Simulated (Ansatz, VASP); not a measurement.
Given: the input of a run of VASP 6.6.1 on Al.

File INCAR:

```
PREC = Accurate ; ENCUT = 520
EDIFF = 1E-6 ; ISMEAR = -1
SIGMA = 0.05 ; LREAL = F
LASPH = T ; NELM = 100
ALGO = Normal ; ISIF = 2
LWAVE = F ; LCHARG = T
GGA = PE ; LELF = T
LVHAR = T ; NBANDS = 14
```

Contents of KPOINTS:

```
regular mesh
0
Gamma
  11 11 3
```

Contents of POSCAR:

```
Al
1.0
    2.7888685969      0.0000000000      0.0000000000
   -1.3944342984      2.4152310527      0.0000000000
    0.0000000000      0.0000000000      9.0618428096
Al
4
Direct
    0.6666666667      0.3333333333      0.7500000000
    0.0000000000      0.0000000000      0.5000000000
    0.3333333333      0.6666666667      0.2500000000
    0.0000000000      0.0000000000      0.0000000000
```

Potentials or basis: VASP PAW PBE potentials, release 64 (Al).

The run is started by

```sh
$ cat potpaw_PBE.64/Al/POTCAR > POTCAR
$ mpirun -np 1 vasp_std > vasp.out
```

**Question.** Set up the same calculation for Ansatz 0.2.0. Potentials there: Ansatz PAW.

**Answer.** As run (the cutoff follows the program's own potentials):

input.yaml

```yaml
crystal:
  lattice:
    - [2.7888685969, 0.0, 0.0]
    - [-1.3944342984, 2.4152310527, 0.0]
    - [0.0, 0.0, 9.0618428096]
  atoms:
    - { symbol: Al, position: [0.6666666667, 0.3333333333, 0.75] }
    - { symbol: Al, position: [0.0, 0.0, 0.5] }
    - { symbol: Al, position: [0.3333333333, 0.6666666667, 0.25] }
    - { symbol: Al, position: [0.0, 0.0, 0.0] }
hamiltonian:
  xc: pbe
  pseudopotentials: { kind: paw }
kpoints:
  mp_grid: { grid: [11, 11, 3] }
scf:
  occupations: { method: fermi_dirac, width: 0.05 }
output:
  forces: true
  stress: true
  eigenvalues: true
```

Potentials or basis: Ansatz PAW.

Command:

```sh
$ ansatz run input.yaml --threads 2 --pin off --max-ram 5120MiB --backend cpu --events-out ev --progress --plain --runs-dir out
```

Both were run:

|  | VASP | Ansatz | Ansatz less VASP |
| --- | --- | --- | --- |
| gap on the k mesh at the Fermi level (eV) | none | none | - |
| pressure (GPa) | 7.6 | 7.6 | +0.03 |
| traceless stress, the component that is largest in VASP (GPa) | 1.46 | 1.45 | -0.004 |

A gap of «none» marks a metal or a gap that the smearing closes.
